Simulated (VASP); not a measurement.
Input of a VASP 6.6.1 run:

Contents of INCAR:

```
SYSTEM = InAs
ALGO = Normal
EDIFF = 1E-6
ENCUT = 520
GGA = PS
ISIF = 2
ISMEAR = -1
LASPH = .TRUE.
LCHARG = .FALSE.
LREAL = .FALSE.
LWAVE = .FALSE.
NBANDS = 16
NELM = 100
PREC = Accurate
SIGMA = 0.08
```

KPOINTS

```
k-points
0
G
  11 11 11
  0 0 0
```

Contents of POSCAR:

```
InAs
1.0
    0.0000000000      2.9167769787      2.9167769787
    2.9167769787      0.0000000000      2.9167769787
    2.9167769787      2.9167769787      0.0000000000
In As
1 1
Direct
    0.0000000000      0.0000000000      0.0000000000
    0.2500000000      0.2500000000      0.2500000000
```

Potentials or basis: VASP PAW PBE potentials, release 64 (In_d, As).

Command:

```bash
$ cat potpaw_PBE.64/In_d/POTCAR potpaw_PBE.64/As/POTCAR > POTCAR
$ mpirun -np 1 vasp_std > vasp.out
```

Q: Estimate the pressure.

A: 9.7 GPa.

Q: What does it give for the band gap on the k mesh?

A: 0.26 eV, direct.

Caveat: the PAW data sets were made with another functional, which shifts forces and pressure a little; spin-orbit coupling is left out, which moves the levels of the heavy elements.
